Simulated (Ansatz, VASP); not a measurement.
# Pt: VASP beside Ansatz

```
Pt
1.0
     0.00000    1.93440    1.93440
     1.93440    0.00000    1.93440
     1.93440    1.93440    0.00000
Pt
1
Direct
  0.00000 0.00000 0.00000
```

Alike in both runs: task single point; functional HSE06; k mesh 8 × 8 × 8; occupations fermi-dirac, width 0.05 eV; no spin polarisation.

|  | VASP | Ansatz |
| --- | --- | --- |
| version | VASP 6.6.1 | Ansatz 0.2.0 |
| potentials or method | VASP PAW PBE potentials, release 64 (Pt) | Ansatz PAW |
| plane-wave cutoff (eV) | 520 | 420 |
| valence electrons in the cell | 10 | 18 |

```tsv
	VASP	Ansatz	Ansatz less VASP
gap on the k mesh at the Fermi level (eV)	none	none	-
pressure (GPa)	13.2	12.9	-0.28
```

A gap of «none» marks a metal or a gap that the smearing closes. The functional is the same, so the differences come from potentials, cutoffs and numerics. VASP's potentials hold 10 valence electrons a cell and Ansatz's 18, so a difference there can come from the potentials and not from the codes.

Spin-orbit coupling is off throughout.
